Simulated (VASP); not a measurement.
# SiC (Moissanite 3C) (F-43m) in VASP: single point with LDA

Aim: the single point of SiC (Moissanite 3C) with LDA.

Program: VASP 6.6.1. These are calculated values, not measurements. Logs are shortened: lines on timing, memory, paths and dates and some standing lists are left out, and cuts for length are marked.

## (1) The cell of the first run

The structure is cubic, space group F-43m (No. 216). Conventional cell: a = 4.358 Å, b = 4.358 Å, c = 4.358 Å, α = 90.00°, β = 90.00°, γ = 90.00°. Si (site symmetry -43m) has 4 C at 1.89 Å within 2.5 Å. Within 2.5 Å of C (site symmetry -43m) lie 4 Si at 1.89 Å.

## (2) Single point, LDA

INCAR reads:

```
SYSTEM = SiC
PREC = Accurate ; ENCUT = 520
EDIFF = 1E-6 ; ISMEAR = 0
SIGMA = 0.01 ; LREAL = .False.
LASPH = .True. ; NELM = 100
ALGO = Normal ; ISIF = 2
LWAVE = .False. ; LCHARG = .False.
NBANDS = 11
```

KPOINTS reads:

```
Automatic mesh
0
Gamma
  6 6 6
  0 0 0
```

POSCAR reads:

```
SiC
1.0
    0.0000000000      2.1790000000      2.1790000000
    2.1790000000      0.0000000000      2.1790000000
    2.1790000000      2.1790000000      0.0000000000
Si C
1 1
Direct
    0.0000000000      0.0000000000      0.0000000000
    0.2500000000      0.2500000000      0.2500000000
```

Potentials or basis: VASP PAW LDA potentials, release 64 (Si, C).

The run is started by

```sh
cat potpaw_LDA.64/Si/POTCAR potpaw_LDA.64/C/POTCAR > POTCAR
mpirun -np 1 vasp_std > vasp.out
```

OUTCAR:

```text
SYSTEM = SiC
   PREC = Accurate
   ENCUT = 520
   EDIFF = 1E-6
   ISMEAR = 0
   LREAL = .False.
   LASPH = .True.
   NELM = 100
   ISIF = 2

 ion  position               nearest neighbor table
   1  0.000  0.000  0.000-   2 1.89   2 1.89   2 1.89   2 1.89
   2  0.250  0.250  0.250-   1 1.89   1 1.89   1 1.89   1 1.89

  LATTYP: Found a face centered cubic cell.
 ALAT       =     4.3580000000

  Lattice vectors:

 A1 = (   0.0000000000,   2.1790000000,   2.1790000000)
 A2 = (   2.1790000000,   0.0000000000,   2.1790000000)
 A3 = (   2.1790000000,   2.1790000000,   0.0000000000)

Analysis of symmetry for initial positions (statically):
=====================================================================
 Subroutine PRICEL returns:
 Original cell was already a primitive cell.

 Routine SETGRP: Setting up the symmetry group for a
 face centered cubic supercell.

 Subroutine GETGRP returns: Found 24 space group operations
 (whereof 24 operations were pure point group operations)
 out of a pool of 48 trial point group operations.

The static configuration has the point symmetry T_d .

Analysis of symmetry for dynamics (positions and initial velocities):
=====================================================================
 Subroutine PRICEL returns:
 Original cell was already a primitive cell.

 Routine SETGRP: Setting up the symmetry group for a
 face centered cubic supercell.

 Subroutine GETGRP returns: Found 24 space group operations
 (whereof 24 operations were pure point group operations)
 out of a pool of 48 trial point group operations.

The dynamic configuration has the point symmetry T_d .

 Subroutine INISYM returns: Found 24 space group operations
 (whereof 24 operations are pure point group operations),
 and found     1 'primitive' translations

----------------------------------------------------------------------------------------

                                     Primitive cell

  volume of cell :      20.6920

  direct lattice vectors                    reciprocal lattice vectors
     0.000000000  2.179000000  2.179000000    -0.229463056  0.229463056  0.229463056
     2.179000000  0.000000000  2.179000000     0.229463056 -0.229463056  0.229463056
     2.179000000  2.179000000  0.000000000     0.229463056  0.229463056 -0.229463056

  length of vectors
     3.081571352  3.081571352  3.081571352     0.397441672  0.397441672  0.397441672

  position of ions in fractional coordinates (direct lattice)
     0.000000000  0.000000000  0.000000000
     0.250000000  0.250000000  0.250000000

  ion indices of the primitive-cell ions
   primitive index   ion index
                 1           1
                 2           2

----------------------------------------------------------------------------------------

 KPOINTS: Automatic mesh

Automatic generation of k-mesh.
 Grid dimensions read from file:
 generate k-points for:    6    6    6

 Generating k-lattice:

  Cartesian coordinates                     Fractional coordinates (reciprocal lattice)
    -0.038243843  0.038243843  0.038243843     0.166666667  0.000000000  0.000000000
     0.038243843 -0.038243843  0.038243843     0.000000000  0.166666667  0.000000000
     0.038243843  0.038243843 -0.038243843     0.000000000  0.000000000  0.166666667

  Length of vectors
     0.066240279  0.066240279  0.066240279

  Shift w.r.t. Gamma in fractional coordinates (k-lattice)
     0.000000000  0.000000000  0.000000000

 Subroutine IBZKPT returns following result:
 ===========================================

 Found     16 irreducible k-points:

 Following reciprocal coordinates:
            Coordinates               Weight
  0.000000  0.000000  0.000000      1.000000
  0.166667  0.000000  0.000000      8.000000
  0.333333  0.000000  0.000000      8.000000
  0.500000  0.000000  0.000000      4.000000
  0.166667  0.166667  0.000000      6.000000
  0.333333  0.166667  0.000000     24.000000
[... 8 lines left out ...]
 -0.333333  0.333333  0.166667     24.000000
 -0.333333  0.500000  0.166667     12.000000
   k-points           NKPTS =     16   k-points in BZ     NKDIM =     16   number of bands    NBANDS=     11
   number of dos      NEDOS =    301   number of ions     NIONS =      2
   total plane-waves  NPLWV =  13824
   dimension x,y,z NGX =    24 NGY =   24 NGZ =   24
   dimension x,y,z NGXF=    48 NGYF=   48 NGZF=   48
   ions per type =               1   1
   NGX,Y,Z   is equivalent  to a cutoff of  12.95, 12.95, 12.95 a.u.
   NGXF,Y,Z  is equivalent  to a cutoff of  25.90, 25.90, 25.90 a.u.
 SYSTEM =  SiC
   PREC   = accura    normal or accurate (medium, high low for compatibility)
   ISTART =      0    job   : 0-new  1-cont  2-samecut
   ICHARG =      2    charge: 1-file 2-atom 10-const
   ISPIN  =      1    spin polarized calculation?
   LNONCOLLINEAR =      F non collinear calculations
   LSORBIT =      F    spin-orbit coupling
   LASPH  =      T    aspherical Exc in radial PAW
   ENCUT  =  520.0 eV  38.22 Ry    6.18 a.u.   5.73  5.73  5.73*2*pi/ulx,y,z
   NELM   =    100;   NELMIN=  2; NELMDL= -5     # of ELM steps
   EDIFF  = 0.1E-05   stopping-criterion for ELM
   LREAL  =      F    real-space projection
   EDIFFG = 0.1E-04   stopping-criterion for IOM
   NSW    =      0    number of steps for IOM
   IBRION =     -1    ionic relax: 0-MD 1-quasi-New 2-CG
   NFREE  =      0    steps in history (QN), initial steepest desc. (CG)
   ISIF   =      2    stress and relaxation
   ISYM   =      2    0-nonsym 1-usesym 2-fastsym
   POTIM  = 0.5000    time-step for ionic-motion
   TEBEG  =    0.0;   TEEND  =   0.0 temperature during run
   PSTRESS=    0.0 pullay stress
   NELECT =       8.0000    total number of electrons
   NUPDOWN=      -1.0000    fix difference up-down
   EMIN   =  10.00;   EMAX   =-10.00  energy-range for DOS
   EFERMI =   0.00;   METHOD = LEGACY
   ISMEAR =     0;   SIGMA  =   0.01  broadening in eV -4-tet -1-fermi 0-gaus
   EFERMI_NEDOS =   21; number of points for ismear=-14 and -15
   IALGO  =     38    algorithm
   IMIX   =      4    mixing-type and parameters
     AMIX     =   0.40;   BMIX     =  1.00
     AMIX_MAG =   1.60;   BMIX_MAG =  1.00
  volume/ion in A,a.u.               =      10.35        69.82
  Fermi-wavevector in a.u.,A,eV,Ry     =   1.192626  2.253736 19.352338  1.422357
  Thomas-Fermi vector in A             =   2.328660
   LORBIT       =      0    0 simple, 1 ext, 2 COOP (PROOUT), +10 PAW based schemes
   GGA     = CA    functional components
   LHFCALC =     F    Hartree Fock is set to
   AEXX    =    0.0000 exact exchange contribution
   IVDW    =     0    specifies the selected vdW correction
   LEPSILON=     F    determine dielectric tensor
   LRPA    =     F    only Hartree local field effects (RPA)
 non-spin polarized calculation
 Gauss-broadening in eV      SIGMA  =   0.01
  energy-cutoff  :      520.00
  volume of cell :       20.69
 maximum number of plane-waves:       568
   NGX = 11   NGY = 11   NGZ = 11

 number of electron       8.0000001 magnetization

 Free energy of the ion-electron system (eV)
  ---------------------------------------------------
  ext. energy  EPLUGINS =         0.00000000
  ---------------------------------------------------
  free energy    TOTEN  =       -16.62705686 eV

  energy without entropy =      -16.62705686  energy(sigma->0) =      -16.62705686

 E-fermi :   8.1274     XC(G=0): -11.5553

 val. band max:        8.0692752631   @ k =   0.0000   0.0000   0.0000
 cond. band min:       9.3665926434   @ k =   0.5000   0.5000   0.0000
 fundamental gap:      1.2973173803
 Fermi energy:         8.1274304288

 k-point     1 :       0.0000    0.0000    0.0000
  band No.  band energies     occupation
      1      -7.2503      2.00000
      2       8.0693      2.00000
      3       8.0693      2.00000
      4       8.0693      2.00000
      5      14.3587      0.00000
      6      15.2542      0.00000
      7      15.2542      0.00000
      8      15.2542      0.00000
      9      22.5221      0.00000
     10      22.5221      0.00000
     11      24.2320      0.00000

 k-point     2 :       0.1667    0.0000    0.0000
  band No.  band energies     occupation
      1      -6.7090      2.00000
      2       5.7151      2.00000
      3       7.7374      2.00000
      4       7.7374      2.00000
      5      14.3708      0.00000
      6      15.7713      0.00000
      7      15.7713      0.00000
      8      16.3440      0.00000
      9      20.9676      0.00000
     10      20.9676      0.00000
     11      23.5329      0.00000

 k-point     3 :       0.3333    0.0000    0.0000
  band No.  band energies     occupation
      1      -5.1706      2.00000
      2       1.9083      2.00000
      3       7.2224      2.00000
      4       7.2224      2.00000
      5      13.7040      0.00000
      6      15.6017      0.00000
      7      15.6017      0.00000
      8      17.8610      0.00000
      9      22.2392      0.00000
     10      22.2392      0.00000
     11      23.1184      0.00000

 k-point     4 :       0.5000    0.0000    0.0000
  band No.  band energies     occupation
      1      -3.6293      2.00000
      2      -0.4912      2.00000
      3       7.0140      2.00000
      4       7.0140      2.00000
      5      13.4551      0.00000
      6      15.1909      0.00000
      7      15.1909      0.00000
      8      17.9824      0.00000
      9      23.9966      0.00000
     10      25.1142      0.00000
     11      25.1142      0.00000
[... 127 lines left out ...]
 k-point    14 :       0.5000    0.3333    0.1667
  band No.  band energies     occupation
      1      -3.8728      2.00000
      2       2.1535      2.00000
      3       3.9452      2.00000
      4       5.6365      2.00000
      5      12.8822      0.00000
      6      15.6897      0.00000
      7      16.5610      0.00000
      8      19.5919      0.00000
      9      21.2268      0.00000
     10      24.7025      0.00000
     11      28.5102      0.00000

 k-point    15 :      -0.3333    0.3333    0.1667
  band No.  band energies     occupation
      1      -2.5268      2.00000
      2       0.6813      2.00000
      3       3.3428      2.00000
      4       4.9287      2.00000
      5      13.1017      0.00000
      6      15.8665      0.00000
      7      18.2442      0.00000
      8      19.2119      0.00000
      9      20.8160      0.00000
     10      24.3804      0.00000
     11      29.0221      0.00000

 k-point    16 :      -0.3333    0.5000    0.1667
  band No.  band energies     occupation
      1      -1.9671      2.00000
      2       0.7668      2.00000
      3       3.5340      2.00000
      4       3.6612      2.00000
      5      11.9937      0.00000
      6      15.0284      0.00000
      7      18.7863      0.00000
      8      20.1094      0.00000
      9      22.0365      0.00000
     10      25.6155      0.00000
     11      29.0455      0.00000

------------------------ aborting loop because EDIFF is reached ----------------------------------------

  FORCE on cell =-STRESS in cart. coord.  units (eV):
  Direction    XX          YY          ZZ          XY          YZ          ZX
  --------------------------------------------------------------------------------------
  -------------------------------------------------------------------------------------
  Total       -0.5143206     -0.5143206     -0.5143206      0.0000000      0.0000000     -0.0000000
  in kB      -39.8238103    -39.8238103    -39.8238103      0.0000000      0.0000000     -0.0000000
  external PRESSURE =     -39.8238103 kB  Pullay stress =       0.0000000 kB

 VOLUME and BASIS-vectors are now :
 -----------------------------------------------------------------------------
  energy-cutoff  :      520.00
  volume of cell :       20.69
      direct lattice vectors                 reciprocal lattice vectors
     0.000000000  2.179000000  2.179000000    -0.229463056  0.229463056  0.229463056
     2.179000000  0.000000000  2.179000000     0.229463056 -0.229463056  0.229463056
     2.179000000  2.179000000  0.000000000     0.229463056  0.229463056 -0.229463056

 POSITION                                       TOTAL-FORCE (eV/Angst)
 -----------------------------------------------------------------------------------
      0.00000      0.00000      0.00000        -0.000000     -0.000000     -0.000000
      1.08950      1.08950      1.08950         0.000000      0.000000      0.000000
 -----------------------------------------------------------------------------------
    total drift:                                0.000000      0.000000      0.000000

  FREE ENERGIE OF THE ION-ELECTRON SYSTEM (eV)
  ---------------------------------------------------
  free  energy   TOTEN  =       -16.6270568622 eV

  energy  without entropy=      -16.6270568622  energy(sigma->0) =      -16.62705686
```

Wall time 2.6 s (1 thread of Intel Xeon Platinum 8488C (Sapphire Rapids), shared host); peak memory 0.11 GiB.

What came out:

```
Free energy            : -16.6271 eV
Pressure               : -4.0 GPa
Band gap on the k mesh : 1.30 eV, indirect (least direct gap 4.49 eV)
```
